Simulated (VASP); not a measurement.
BiTe:

```xyz
2
Lattice="2.4227 1.3988 3.3173 -2.4227 1.3988 3.3173 0.0000 -2.7975 3.3173" Properties=species:S:1:pos:R:3 pbc="T T T"
Bi    0.0000    0.0000    4.9759
Te    0.0000    0.0000    0.0000
```

Base run:

| Item | Value |
| --- | --- |
| Program | VASP 6.6.1 |
| Functional | BLYP |
| Potentials or basis | VASP PAW PBE potentials, release 64 (Bi_d, Te) |
| Cutoff | 520 eV |
| k mesh | 7 × 7 × 7 |
| Occupations | fermi-dirac, width 0.05 eV |
| Spin | no spin polarisation |

Its results: band gap on the k mesh zero (an odd number of electrons rules out a gap without spin polarisation); pressure 4.0 GPa.

Problem. After a change of settings the same cell gave: band gap on the k mesh zero (an odd number of electrons rules out a gap without spin polarisation); pressure -0.6 GPa. Which change was it?
A. functional from BLYP to r2SCANh; k mesh from 7 × 7 × 7 to 4 × 4 × 4
B. functional from BLYP to PBEsol; dispersion from none to D3(BJ)
C. functional from BLYP to r2SCAN; further incar settings from ALGO = Normal; EDIFF = 1e-07; NBANDS = 18 to ALGO = Normal; EDIFF = 1e-06; NBANDS = 18

Solution. C.

Caveats: the PAW data sets were made with another functional, which shifts forces and pressure a little; spin-orbit coupling is left out, which moves the levels of the heavy elements; the cell stands under pressure (at least some runs).
